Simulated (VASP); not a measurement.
# SiC (I-4m2) in VASP: further runs

Runs on SiC. Level: PBE. Tasks: single point.

Everything below comes from runs of VASP 6.6.1. Logs are shortened: lines on timing, memory, paths and dates and some standing lists are left out, and cuts for length are marked.

**1. The cell of the first run**

It takes space group I-4m2 (No. 119, tetragonal). The conventional cell has a = 3.121 Å, b = 3.121 Å, c = 4.283 Å, α = 90.00°, β = 90.00°, γ = 90.00°. Si (site symmetry -4m2) has 4 C at 1.89 Å within 2.5 Å. Within 2.5 Å of C (site symmetry -4m2) lie 4 Si at 1.89 Å.

**2. Single point, PBE (strain +0.015 along x and y, -0.015 along z)**

Input file INCAR:

```
ALGO = Normal ; EDIFF = 1E-7
ENCUT = 520 ; GGA = PE
ISIF = 2 ; ISMEAR = 0
LASPH = True ; LCHARG = False
LREAL = False ; LWAVE = False
NBANDS = 11 ; NELM = 80
PREC = Accurate ; SIGMA = 0.05
```

Input file KPOINTS:

```
k-points
0
Gamma
  12 12 12
```

Input file POSCAR:

```
SiC
1.0
    0.0000000000      2.2066100000      2.1413900000
    2.2066100000      0.0000000000      2.1413900000
    2.2066100000      2.2066100000      0.0000000000
Si C
1 1
Direct
    0.0000000000      0.0000000000      0.0000000000
    0.7500000000      0.7500000000      0.7500000000
```

Potentials or basis: VASP PAW PBE potentials, release 64 (Si, C).

The run is started by

```console
$ cat potpaw_PBE.64/Si/POTCAR potpaw_PBE.64/C/POTCAR > POTCAR
$ mpirun -np 1 vasp_std > vasp.out
```

OUTCAR:

```text
EDIFF = 1E-7
   ENCUT = 520
   GGA = PE
   ISIF = 2
   ISMEAR = 0
   LASPH = True
   LREAL = False
   NELM = 80
   PREC = Accurate

 ion  position               nearest neighbor table
   1  0.000  0.000  0.000-   2 1.89   2 1.89   2 1.89   2 1.89
   2  0.750  0.750  0.750-   1 1.89   1 1.89   1 1.89   1 1.89

  LATTYP: Found a body centered tetragonal cell.
 ALAT       =     3.1206177889
 C/A-ratio  =     1.3724141467

  Lattice vectors:

 A1 = (   0.0000000000,  -2.2066100000,  -2.1413900000)
 A2 = (   0.0000000000,   2.2066100000,  -2.1413900000)
 A3 = (   2.2066100000,   0.0000000000,   2.1413900000)

Analysis of symmetry for initial positions (statically):
=====================================================================
 Subroutine PRICEL returns:
 Original cell was already a primitive cell.

 Routine SETGRP: Setting up the symmetry group for a
 body centered tetragonal supercell.

 Subroutine GETGRP returns: Found  8 space group operations
 (whereof  8 operations were pure point group operations)
 out of a pool of 16 trial point group operations.

The static configuration has the point symmetry D_2d.

Analysis of symmetry for dynamics (positions and initial velocities):
=====================================================================
 Subroutine PRICEL returns:
 Original cell was already a primitive cell.

 Routine SETGRP: Setting up the symmetry group for a
 body centered tetragonal supercell.

 Subroutine GETGRP returns: Found  8 space group operations
 (whereof  8 operations were pure point group operations)
 out of a pool of 16 trial point group operations.

The dynamic configuration has the point symmetry D_2d.

 Subroutine INISYM returns: Found  8 space group operations
 (whereof  8 operations are pure point group operations),
 and found     1 'primitive' translations

----------------------------------------------------------------------------------------

                                     Primitive cell

  volume of cell :      20.8534

  direct lattice vectors                    reciprocal lattice vectors
     0.000000000  2.206610000  2.141390000    -0.226591922  0.226591922  0.233493198
     2.206610000  0.000000000  2.141390000     0.226591922 -0.226591922  0.233493198
     2.206610000  2.206610000  0.000000000     0.226591922  0.226591922 -0.233493198

  length of vectors
     3.074846146  3.074846146  3.120617789     0.396493217  0.396493217  0.396493217

  position of ions in fractional coordinates (direct lattice)
[... 87 lines left out ...]
   POTIM  = 0.5000    time-step for ionic-motion
   TEBEG  =    0.0;   TEEND  =   0.0 temperature during run
   PSTRESS=    0.0 pullay stress
   NELECT =       8.0000    total number of electrons
   NUPDOWN=      -1.0000    fix difference up-down
   EMIN   =  10.00;   EMAX   =-10.00  energy-range for DOS
   EFERMI =   0.00;   METHOD = LEGACY
   ISMEAR =     0;   SIGMA  =   0.05  broadening in eV -4-tet -1-fermi 0-gaus
   EFERMI_NEDOS =   21; number of points for ismear=-14 and -15
   IALGO  =     38    algorithm
   IMIX   =      4    mixing-type and parameters
     AMIX     =   0.40;   BMIX     =  1.00
     AMIX_MAG =   1.60;   BMIX_MAG =  1.00
  volume/ion in A,a.u.               =      10.43        70.36
  Fermi-wavevector in a.u.,A,eV,Ry     =   1.189540  2.247905 19.252329  1.415006
  Thomas-Fermi vector in A             =   2.325645
   LORBIT       =      0    0 simple, 1 ext, 2 COOP (PROOUT), +10 PAW based schemes
   GGA     = PE    functional components
   LHFCALC =     F    Hartree Fock is set to
   AEXX    =    0.0000 exact exchange contribution
   IVDW    =     0    specifies the selected vdW correction
   LEPSILON=     F    determine dielectric tensor
   LRPA    =     F    only Hartree local field effects (RPA)
 non-spin polarized calculation
 Gauss-broadening in eV      SIGMA  =   0.05
  energy-cutoff  :      520.00
  volume of cell :       20.85
 maximum number of plane-waves:       572
   NGX = 11   NGY = 11   NGZ = 11

 number of electron       8.0000001 magnetization

 Free energy of the ion-electron system (eV)
  ---------------------------------------------------
  ext. energy  EPLUGINS =         0.00000000
  ---------------------------------------------------
  free energy    TOTEN  =       -15.05062853 eV

  energy without entropy =      -15.05062853  energy(sigma->0) =      -15.05062853

 E-fermi :   8.3786     XC(G=0): -11.3234

 val. band max:        8.1525705103   @ k =   0.0000   0.0000   0.0000
 cond. band min:       9.2117076977   @ k =   0.5000   0.5000   0.0000
 fundamental gap:      1.0591371874
 Fermi energy:         8.3785886226

 k-point     1 :       0.0000    0.0000    0.0000
  band No.  band energies     occupation
      1      -7.3211      2.00000
      2       7.9589      2.00000
      3       7.9589      2.00000
      4       8.1526      2.00000
      5      14.1587      0.00000
      6      15.2221      0.00000
      7      15.3065      0.00000
      8      15.3065      0.00000
      9      22.0327      0.00000
     10      22.8878      0.00000
     11      24.3836      0.00000
[... 309 lines left out ...]
 k-point    24 :      -0.4167    0.1667    0.0000
  band No.  band energies     occupation
      1      -3.4709      2.00000
      2       0.0892      2.00000
      3       5.1544      2.00000
      4       6.3197      2.00000
      5      12.9226      0.00000
      6      15.7996      0.00000
      7      16.3542      0.00000
      8      19.2247      0.00000
      9      22.3745      0.00000
     10      23.4338      0.00000
     11      26.3476      0.00000

 [... further k-points ...]

------------------------ aborting loop because EDIFF is reached ----------------------------------------

  FORCE on cell =-STRESS in cart. coord.  units (eV):
  Direction    XX          YY          ZZ          XY          YZ          ZX
  --------------------------------------------------------------------------------------
  -------------------------------------------------------------------------------------
  Total       -0.1289431     -0.1289431      0.8130655      0.0000000      0.0000000     -0.0000000
  in kB       -9.9067610     -9.9067610     62.4682246      0.0000000      0.0000000     -0.0000000
  external PRESSURE =      14.2182342 kB  Pullay stress =       0.0000000 kB

 VOLUME and BASIS-vectors are now :
 -----------------------------------------------------------------------------
  energy-cutoff  :      520.00
  volume of cell :       20.85
      direct lattice vectors                 reciprocal lattice vectors
     0.000000000  2.206610000  2.141390000    -0.226591922  0.226591922  0.233493198
     2.206610000  0.000000000  2.141390000     0.226591922 -0.226591922  0.233493198
     2.206610000  2.206610000  0.000000000     0.226591922  0.226591922 -0.233493198

 POSITION                                       TOTAL-FORCE (eV/Angst)
 -----------------------------------------------------------------------------------
      0.00000      0.00000      0.00000         0.000000      0.000000      0.000000
      3.30992      3.30992      3.21209        -0.000000     -0.000000     -0.000000
 -----------------------------------------------------------------------------------
    total drift:                               -0.000000     -0.000000      0.000000

  FREE ENERGIE OF THE ION-ELECTRON SYSTEM (eV)
  ---------------------------------------------------
  free  energy   TOTEN  =       -15.0506285274 eV

  energy  without entropy=      -15.0506285274  energy(sigma->0) =      -15.05062853
```

Wall time 11 s (1 thread of Intel Xeon 6975P-C (Granite Rapids), shared host); peak memory 0.15 GiB.

What came out:

- Free energy: -15.0506 eV
- Pressure: 1.4 GPa
- Band gap on the k mesh: 1.06 eV, indirect (least direct gap 4.50 eV)

Stress tensor (GPa, compression positive):
```
-0.99  0.00  0.00
 0.00 -0.99  0.00
 0.00  0.00  6.25
```

Levels at points of the mesh, in eV from the valence-band top:
| k point | band 1 | band 2 | band 3 | band 4 | band 5 | band 6 | band 7 | band 8 | band 9 |
| --- | --- | --- | --- | --- | --- | --- | --- | --- | --- |
| (0.00, 0.00, 0.00) | -15.47 | -0.19 | -0.19 | 0.00 | 6.01 | 7.07 | 7.15 | 7.15 | 13.88 |
| (0.50, 0.00, 0.00) | -11.93 | -8.62 | -1.36 | -1.01 | 5.16 | 6.84 | 7.36 | 9.89 | 15.87 |
| (0.50, 0.50, 0.00) | -10.34 | -7.65 | -3.51 | -3.51 | 1.06 | 3.82 | 13.73 | 13.73 | 14.85 |
| (0.50, 0.00, 0.50) | -10.57 | -8.02 | -3.21 | -3.17 | 1.33 | 4.34 | 13.39 | 14.30 | 14.36 |

Caveat: the cell differs from its parent crystal (strain +0.015 along x and y, -0.015 along z). A k mesh can miss the band edges.

**3. Single point, PBE (strain +0.000 along x and y, +0.030 along z)**

Input file INCAR:

```
PREC = Accurate ; ENCUT = 520
EDIFF = 1E-6 ; ISMEAR = 0
SIGMA = 0.05 ; LREAL = False
LASPH = True ; NELM = 80
ALGO = Normal ; ISIF = 2
LWAVE = False ; LCHARG = False
GGA = PE ; NBANDS = 11
```

Input file KPOINTS:

```
regular mesh
0
Gamma
  12 12 12
```

Input file POSCAR:

```
SiC
1.0
    0.0000000000      2.1740000000      2.2392200000
    2.1740000000      0.0000000000      2.2392200000
    2.1740000000      2.1740000000      0.0000000000
Si C
1 1
Direct
    0.0000000000      0.0000000000      0.0000000000
    0.7500000000      0.7500000000      0.7500000000
```

Potentials or basis: VASP PAW PBE potentials, release 64 (Si, C).

The run is started by

```console
$ cat potpaw_PBE.64/Si/POTCAR potpaw_PBE.64/C/POTCAR > POTCAR
$ mpirun -np 1 vasp_std > vasp.out
```

Wall time 9.7 s (1 thread of Intel Xeon 6975P-C (Granite Rapids), shared host); peak memory 0.16 GiB.

It converged, with:

* Free energy: -15.0499 eV
* Pressure: -1.7 GPa
* Band gap on the k mesh: 1.22 eV, indirect (least direct gap 4.49 eV)

Stress tensor (GPa, compression positive):
```
 0.96  0.00  0.00
 0.00  0.96  0.00
 0.00  0.00 -7.08
```

Levels at points of the mesh, in eV from the valence-band top:
```csv
k point,band 1,band 2,band 3,band 4,band 5,band 6,band 7,band 8,band 9
"(0.00, 0.00, 0.00)",-15.30,-0.21,0.00,0.00,5.89,7.06,7.06,7.13,13.83
"(0.50, 0.00, 0.00)",-11.81,-8.48,-1.30,-0.94,5.07,6.94,7.28,9.87,15.78
"(0.50, 0.50, 0.00)",-10.53,-8.04,-3.00,-3.00,1.49,4.51,13.77,13.77,14.11
"(0.50, 0.00, 0.50)",-10.31,-7.67,-3.34,-3.29,1.22,4.00,13.20,14.10,14.53
```

Caveat: the cell differs from its parent crystal (strain +0.000 along x and y, +0.030 along z). A k mesh can miss the band edges.

[end of part 1 of 2]
